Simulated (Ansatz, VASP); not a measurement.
# FeO in VASP and in Ansatz

File INCAR:

```
PREC     = Accurate       # precision mode
ENCUT    = 520            # plane-wave cutoff, eV
EDIFF    = 1E-6           # SCF threshold, eV
ISMEAR   = 0              # smearing method
SIGMA    = 0.05           # smearing width, eV
LREAL    = F              # projectors in reciprocal space
LASPH    = T              # aspherical terms in the spheres
NELM     = 150            # most SCF steps
ALGO     = Normal         # electronic algorithm
ISIF     = 2              # what is computed and relaxed
LWAVE    = F              # write WAVECAR
LCHARG   = F              # write CHGCAR
ISPIN    = 2              # spin polarisation
MAGMOM   = 3 0            # initial moments
LORBIT   = 11             # projections on sites
LMAXMIX  = 4              # l up to which the mixer works
GGA      = PS             # functional
NBANDS   = 18             # bands
```

File KPOINTS:

```
Automatic mesh
0
Gamma
  11 11 11
```

POSCAR

```
FeO
1.0
    0.0000000000      2.1554000000      2.1554000000
    2.1554000000      0.0000000000      2.1554000000
    2.1554000000      2.1554000000      0.0000000000
Fe O
1 1
Direct
    0.0000000000      0.0000000000      0.0000000000
    0.5000000000      0.5000000000      0.5000000000
```

The input input.yaml:

```yaml
crystal:
  lattice:
    - [0.0, 2.1554, 2.1554]
    - [2.1554, 0.0, 2.1554]
    - [2.1554, 2.1554, 0.0]
  atoms:
    - { symbol: Fe, position: [0.0, 0.0, 0.0], spin: 3.0 }
    - { symbol: O, position: [0.5, 0.5, 0.5] }
hamiltonian:
  xc: pbesol
  pseudopotentials: { kind: paw }
magnetization:
  spin_polarized: true
kpoints:
  mp_grid: { grid: [11, 11, 11] }
scf:
  occupations: { method: gaussian, width: 0.05 }
output:
  forces: true
  stress: true
  eigenvalues: true
```

Alike in both runs: task single point; functional PBEsol; k mesh 11 × 11 × 11; occupations gaussian, width 0.05 eV; collinear spin.

|  | VASP | Ansatz |
| --- | --- | --- |
| version | VASP 6.6.1 | Ansatz 0.2.0 |
| potentials or method | VASP PAW PBE potentials, release 64 (Fe, O) | Ansatz PAW |
| plane-wave cutoff (eV) | 520 | 420 |
| valence electrons in the cell | 14 | 22 |

|  | VASP | Ansatz | Ansatz less VASP |
| --- | --- | --- | --- |
| gap on the k mesh at the Fermi level (eV) | none | none | - |
| pressure (GPa) | -8.4 | -8.6 | -0.23 |
| net moment per atom (μB) | 2.00 | 2.00 | 0.000 |
| size of the moment on the site where the two differ most (μB) | 3.61 | 3.44 | -0.170 |

VASP's potentials were made for PBE, not for PBEsol. Site moments also hang on the region over which each program counts them. A gap of «none» marks a metal or a gap that the smearing closes. With one functional, cell and mesh, what is left measures potentials, basis and numerics. VASP's potentials hold 14 valence electrons a cell and Ansatz's 22, so a difference there can come from the potentials and not from the codes.
